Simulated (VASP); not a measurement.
# Ge in VASP: notebook

Ge is run at these levels: PBE; tasks: single point, relaxation of cell and atoms.

All numbers are computed with VASP 6.6.1; they aren't measurements. Logs are shortened: lines on timing, memory, paths and dates and some standing lists are left out, and cuts for length are marked.

### 1 The cell of the first run

Symmetry: P6/mmm, No. 191, hexagonal system. The conventional cell has a = 2.900 Å, b = 2.900 Å, c = 2.648 Å, α = 90.00°, β = 90.00°, γ = 120.00°. Within 3.5 Å of Ge (site symmetry 6/mmm) lie 8 Ge at 2.65 to 2.90 Å.

This isn't the form of Ge at room conditions, which is diamond.

### 2 Single point, PBE

File INCAR:

```
SYSTEM = Ge
PREC = Accurate ; ENCUT = 520
EDIFF = 1E-6 ; ISMEAR = 0
SIGMA = 0.1 ; LREAL = .False.
LASPH = .True. ; NELM = 80
ALGO = Normal ; ISIF = 2
LWAVE = .False. ; LCHARG = .False.
GGA = PE ; NBANDS = 13
```

File KPOINTS:

```
Automatic mesh
0
Gamma
  6 6 6
  0 0 0
```

File POSCAR:

```
Ge
1.0
    2.8999896408      0.0000000000      0.0000000000
   -1.4499948204      2.5114646996      0.0000000000
    0.0000000000      0.0000000000      2.6482953940
Ge
1
Direct
    0.0000000000      0.0000000000      0.5000000000
```

Potentials or basis: VASP PAW PBE potentials, release 64 (Ge_d).

On the command line:

```bash
> cat potpaw_PBE.64/Ge_d/POTCAR > POTCAR
> mpirun -np 1 vasp_std > vasp.out
```

OUTCAR:

```text
SYSTEM = Ge
   PREC = Accurate
   ENCUT = 520
   EDIFF = 1E-6
   ISMEAR = 0
   LREAL = .False.
   LASPH = .True.
   NELM = 80
   ISIF = 2
   GGA = PE

 ion  position               nearest neighbor table
   1  0.000  0.000  0.500-

  LATTYP: Found a hexagonal cell.
 ALAT       =     2.8999896408
 C/A-ratio  =     0.9132085704

  Lattice vectors:

 A1 = (   2.8999896408,   0.0000000000,   0.0000000000)
 A2 = (  -1.4499948204,   2.5114646996,   0.0000000000)
 A3 = (   0.0000000000,   0.0000000000,   2.6482953940)

Analysis of symmetry for initial positions (statically):
=====================================================================
 Subroutine PRICEL returns:
 Original cell was already a primitive cell.

 Routine SETGRP: Setting up the symmetry group for a
 hexagonal supercell.

 Subroutine GETGRP returns: Found 24 space group operations
 (whereof 24 operations were pure point group operations)
 out of a pool of 24 trial point group operations.

The static configuration has the point symmetry D_6h.

Analysis of symmetry for dynamics (positions and initial velocities):
=====================================================================
 Subroutine PRICEL returns:
 Original cell was already a primitive cell.

 Routine SETGRP: Setting up the symmetry group for a
 hexagonal supercell.

 Subroutine GETGRP returns: Found 24 space group operations
 (whereof 24 operations were pure point group operations)
 out of a pool of 24 trial point group operations.

The dynamic configuration has the point symmetry D_6h.

 Subroutine INISYM returns: Found 24 space group operations
 (whereof 24 operations are pure point group operations),
 and found     1 'primitive' translations

----------------------------------------------------------------------------------------

                                     Primitive cell

  volume of cell :      19.2881

  direct lattice vectors                    reciprocal lattice vectors
     2.899989641  0.000000000  0.000000000     0.344828818  0.199087011  0.000000000
    -1.449994820  2.511464700  0.000000000     0.000000000  0.398174022  0.000000000
     0.000000000  0.000000000  2.648295394     0.000000000  0.000000000  0.377601382

  length of vectors
     2.899989641  2.899989641  2.648295394     0.398174022  0.398174022  0.377601382

  position of ions in fractional coordinates (direct lattice)
     0.000000000  0.000000000  0.500000000

  ion indices of the primitive-cell ions
   primitive index   ion index
                 1           1

----------------------------------------------------------------------------------------

 KPOINTS: Automatic mesh

Automatic generation of k-mesh.
 Grid dimensions read from file:
 generate k-points for:    6    6    6

 Generating k-lattice:

  Cartesian coordinates                     Fractional coordinates (reciprocal lattice)
     0.057471470  0.033181168  0.000000000     0.166666667  0.000000000  0.000000000
     0.000000000  0.066362337  0.000000000     0.000000000  0.166666667  0.000000000
     0.000000000  0.000000000  0.062933564     0.000000000  0.000000000  0.166666667

  Length of vectors
     0.066362337  0.066362337  0.062933564

  Shift w.r.t. Gamma in fractional coordinates (k-lattice)
     0.000000000  0.000000000  0.000000000

 Subroutine IBZKPT returns following result:
 ===========================================

 Found     28 irreducible k-points:

 Following reciprocal coordinates:
            Coordinates               Weight
  0.000000  0.000000  0.000000      1.000000
  0.166667  0.000000  0.000000      6.000000
  0.333333  0.000000  0.000000      6.000000
  0.500000  0.000000  0.000000      3.000000
  0.166667  0.166667  0.000000      6.000000
  0.333333  0.166667  0.000000     12.000000
[... 16 lines left out ...]
  0.166667  0.000000  0.500000      6.000000
  0.333333  0.000000  0.500000      6.000000
 [... further k-points ...]
   k-points           NKPTS =     28   k-points in BZ     NKDIM =     28   number of bands    NBANDS=     13
   number of dos      NEDOS =    301   number of ions     NIONS =      1
   total plane-waves  NPLWV =  11520
   dimension x,y,z NGX =    24 NGY =   24 NGZ =   20
   dimension x,y,z NGXF=    48 NGYF=   48 NGZF=   40
   ions per type =               1
   NGX,Y,Z   is equivalent  to a cutoff of  13.76, 13.76, 12.55 a.u.
   NGXF,Y,Z  is equivalent  to a cutoff of  27.52, 27.52, 25.11 a.u.
 SYSTEM =  Ge
   PREC   = accura    normal or accurate (medium, high low for compatibility)
   ISTART =      0    job   : 0-new  1-cont  2-samecut
   ICHARG =      2    charge: 1-file 2-atom 10-const
   ISPIN  =      1    spin polarized calculation?
   LNONCOLLINEAR =      F non collinear calculations
   LSORBIT =      F    spin-orbit coupling
   LASPH  =      T    aspherical Exc in radial PAW
   ENCUT  =  520.0 eV  38.22 Ry    6.18 a.u.   5.39  5.39  4.92*2*pi/ulx,y,z
   NELM   =     80;   NELMIN=  2; NELMDL= -5     # of ELM steps
   EDIFF  = 0.1E-05   stopping-criterion for ELM
   LREAL  =      F    real-space projection
   EDIFFG = 0.1E-04   stopping-criterion for IOM
   NSW    =      0    number of steps for IOM
   IBRION =     -1    ionic relax: 0-MD 1-quasi-New 2-CG
   NFREE  =      0    steps in history (QN), initial steepest desc. (CG)
   ISIF   =      2    stress and relaxation
   ISYM   =      2    0-nonsym 1-usesym 2-fastsym
   POTIM  = 0.5000    time-step for ionic-motion
   TEBEG  =    0.0;   TEEND  =   0.0 temperature during run
   PSTRESS=    0.0 pullay stress
   NELECT =      14.0000    total number of electrons
   NUPDOWN=      -1.0000    fix difference up-down
   EMIN   =  10.00;   EMAX   =-10.00  energy-range for DOS
   EFERMI =   0.00;   METHOD = LEGACY
   ISMEAR =     0;   SIGMA  =   0.10  broadening in eV -4-tet -1-fermi 0-gaus
   EFERMI_NEDOS =   21; number of points for ismear=-14 and -15
   IALGO  =     38    algorithm
   IMIX   =      4    mixing-type and parameters
     AMIX     =   0.40;   BMIX     =  1.00
     AMIX_MAG =   1.60;   BMIX_MAG =  1.00
  volume/ion in A,a.u.               =      19.29       130.16
  Fermi-wavevector in a.u.,A,eV,Ry     =   1.471254  2.780266 29.450995  2.164587
  Thomas-Fermi vector in A             =   2.586412
   LORBIT       =      0    0 simple, 1 ext, 2 COOP (PROOUT), +10 PAW based schemes
   GGA     = PE    functional components
   LHFCALC =     F    Hartree Fock is set to
   AEXX    =    0.0000 exact exchange contribution
   IVDW    =     0    specifies the selected vdW correction
   LEPSILON=     F    determine dielectric tensor
   LRPA    =     F    only Hartree local field effects (RPA)
 non-spin polarized calculation
 Gauss-broadening in eV      SIGMA  =   0.10
  energy-cutoff  :      520.00
  volume of cell :       19.29
 maximum number of plane-waves:       538
 NGX is ok and might be reduce to    24
   NGX = 11   NGY = 11   NGZ =  9

 number of electron      13.9999999 magnetization

 Free energy of the ion-electron system (eV)
  ---------------------------------------------------
  ext. energy  EPLUGINS =         0.00000000
  ---------------------------------------------------
  free energy    TOTEN  =        -4.27091906 eV

  energy without entropy =       -4.26736382  energy(sigma->0) =       -4.26914144

 E-fermi :   6.7554     XC(G=0): -11.1184

 val. band max:        6.6552778170   @ k =   0.1667   0.1667   0.0000
 cond. band min:       6.7783973062   @ k =   0.3333   0.1667   0.0000
 fundamental gap:      0.1231194892
 Fermi energy:         6.7553657178

 k-point     1 :       0.0000    0.0000    0.0000
  band No.  band energies     occupation
      1     -18.3760      2.00000
      2     -18.2598      2.00000
      3     -18.2598      2.00000
      4     -18.1282      2.00000
      5     -18.1282      2.00000
      6      -6.5912      2.00000
      7      13.6701      0.00000
      8      14.1605      0.00000
      9      14.1605      0.00000
     10      16.9411      0.00000
     11      20.1685      0.00000
     12      20.1685      0.00000
     13      20.8056      0.00000

 k-point     2 :       0.1667    0.0000    0.0000
  band No.  band energies     occupation
      1     -18.3626      2.00000
      2     -18.2642      2.00000
      3     -18.2316      2.00000
      4     -18.1395      2.00000
      5     -18.1309      2.00000
      6      -5.9473      2.00000
      7       9.8172      0.00000
      8      12.6575      0.00000
      9      14.2833      0.00000
     10      16.6768      0.00000
     11      18.5365      0.00000
     12      22.9121      0.00000
     13      23.6737      0.00000

 k-point     3 :       0.3333    0.0000    0.0000
  band No.  band energies     occupation
      1     -18.3473      2.00000
      2     -18.2632      2.00000
      3     -18.1745      2.00000
      4     -18.1620      2.00000
      5     -18.1363      2.00000
      6      -4.0536      2.00000
      7       4.3615      2.00000
      8      10.8865      0.00000
      9      14.8506      0.00000
     10      15.9326      0.00000
     11      20.3239      0.00000
     12      26.2812      0.00000
     13      26.7224      0.00000
[... 305 lines left out ...]
 k-point    23 :       0.1667    0.0000    0.5000
  band No.  band energies     occupation
      1     -18.2543      2.00000
      2     -18.2267      2.00000
      3     -18.2212      2.00000
      4     -18.2121      2.00000
      5     -18.1218      2.00000
      6      -1.8696      2.00000
      7       1.2179      2.00000
      8      13.4878      0.00000
      9      15.7908      0.00000
     10      17.6785      0.00000
     11      20.9419      0.00000
     12      22.3575      0.00000
     13      23.0297      0.00000

 k-point    24 :       0.3333    0.0000    0.5000
  band No.  band energies     occupation
      1     -18.2715      2.00000
      2     -18.2634      2.00000
      3     -18.2203      2.00000
      4     -18.1666      2.00000
      5     -18.0748      2.00000
      6       0.0461      2.00000
      7       2.9098      2.00000
      8       8.0614      0.00000
      9      12.5432      0.00000
     10      14.0187      0.00000
     11      19.2617      0.00000
     12      20.6030      0.00000
     13      20.8127      0.00000

 [... further k-points ...]

------------------------ aborting loop because EDIFF is reached ----------------------------------------

  FORCE on cell =-STRESS in cart. coord.  units (eV):
  Direction    XX          YY          ZZ          XY          YZ          ZX
  --------------------------------------------------------------------------------------
  -------------------------------------------------------------------------------------
  Total       -0.4774916     -0.4774916      1.0358330      0.0000000      0.0000000      0.0000000
  in kB      -39.6630719    -39.6630719     86.0419720      0.0000000      0.0000000      0.0000000
  external PRESSURE =       2.2386094 kB  Pullay stress =       0.0000000 kB

 VOLUME and BASIS-vectors are now :
 -----------------------------------------------------------------------------
  energy-cutoff  :      520.00
  volume of cell :       19.29
      direct lattice vectors                 reciprocal lattice vectors
     2.899989641  0.000000000  0.000000000     0.344828818  0.199087011  0.000000000
    -1.449994820  2.511464700  0.000000000     0.000000000  0.398174022  0.000000000
     0.000000000  0.000000000  2.648295394     0.000000000  0.000000000  0.377601382

 POSITION                                       TOTAL-FORCE (eV/Angst)
 -----------------------------------------------------------------------------------
      0.00000      0.00000      1.32415         0.000000      0.000000      0.000000
 -----------------------------------------------------------------------------------
    total drift:                                0.000000     -0.000000     -0.000000

  FREE ENERGIE OF THE ION-ELECTRON SYSTEM (eV)
  ---------------------------------------------------
  free  energy   TOTEN  =        -4.2709190621 eV

  energy  without entropy=       -4.2673638227  energy(sigma->0) =       -4.26914144
```

Wall time 6.5 s (1 thread of Intel Xeon Platinum 8375C at 2.90GHz (Ice Lake), shared host); peak memory 0.13 GiB.

What came out:

```yaml
Free_energy: -4.2709 eV
Pressure: 0.2 GPa
Band_gap_on_the_k_mesh: zero (bands 7 and 8 overlap by 10.67 eV)
```

Stress tensor (GPa, compression positive):
```
-3.97  0.00  0.00
 0.00 -3.97  0.00
 0.00  0.00  8.60
```

Caveat: the k points lie up to 0.42 Å⁻¹ apart, too coarse for converged energies and pressures of a metal.

[end of part 1 of 2]

The gap in the log of VASP goes by the Fermi energy; the results here count the filled bands.